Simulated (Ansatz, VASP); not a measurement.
## Two plane-wave programs on ZnS

The input INCAR:

```
SYSTEM = ZnS
PREC = Accurate
ENCUT = 520
EDIFF = 1E-6
ISMEAR = 0
SIGMA = 0.05
LREAL = .FALSE.
LASPH = .TRUE.
NELM = 60
ALGO = Normal
ISIF = 2
LWAVE = .FALSE.
LCHARG = .FALSE.
GGA = PE
NBANDS = 26
```

File KPOINTS:

```
regular mesh
0
G
  12 12 4
  0 0 0
```

Contents of POSCAR:

```
ZnS
1.0
    3.8454929889      0.0000000000      0.0000000000
   -1.9227464944      3.3302946184      0.0000000000
    0.0000000000      0.0000000000      6.2107533051
Zn S
2 2
Direct
    0.3333333333      0.6666666667      0.0052197899
    0.6666666667      0.3333333333      0.5052197899
    0.3333333333      0.6666666667      0.3797802101
    0.6666666667      0.3333333333      0.8797802101
```

Input for Ansatz:

```yaml
crystal:
  lattice:
    - [3.8454929889, 0.0, 0.0]
    - [-1.9227464944, 3.3302946184, 0.0]
    - [0.0, 0.0, 6.2107533051]
  atoms:
    - { symbol: Zn, position: [0.3333333333, 0.6666666667, 0.0052197899] }
    - { symbol: Zn, position: [0.6666666667, 0.3333333333, 0.5052197899] }
    - { symbol: S, position: [0.3333333333, 0.6666666667, 0.3797802101] }
    - { symbol: S, position: [0.6666666667, 0.3333333333, 0.8797802101] }
basis:
  ecutwfc: 420
kpoints:
  mp_grid: { grid: [12, 12, 4] }
hamiltonian:
  xc: pbe
scf:
  occupations: { method: gaussian, width: 0.05 }
output:
  forces: true
  stress: true
  eigenvalues: true
  write_density: true
  write_potential: true
  elf: true
  volumetric_format: npy
```

Change from the starting cell: strain -0.0150 x Voigt [0, 0, 1, 0, 0, 0], atoms carried along.

Alike in both runs: task single point; functional PBE; k mesh 12 × 12 × 4; occupations gaussian, width 0.05 eV; no spin polarisation.

|  | VASP | Ansatz |
| --- | --- | --- |
| version | VASP 6.6.1 | Ansatz 0.2.0 |
| potentials or method | VASP PAW PBE potentials, release 64 (Zn, S), cutoff 520 eV | scalar-relativistic, plane waves, PAW |
| valence electrons in the cell | 36 | 36 |

Ansatz gave:

- gap on the k mesh at the Fermi level (eV): 2.17
- least direct gap on the mesh (eV): 2.17
- pressure (GPa): 1.1
- traceless stress, the component that is largest in VASP (GPa): 1.43
- rms of the force components (eV/Å): 0.055

Problem. Estimate VASP's values.

Solution. gap on the k mesh at the Fermi level (eV): 2.18; least direct gap on the mesh (eV): 2.18; pressure (GPa): 1.3; traceless stress, the component that is largest in VASP (GPa): 1.44; rms of the force components (eV/Å): 0.056.

Atom by atom the forces differ by 0.001 eV/Å (rms over components).
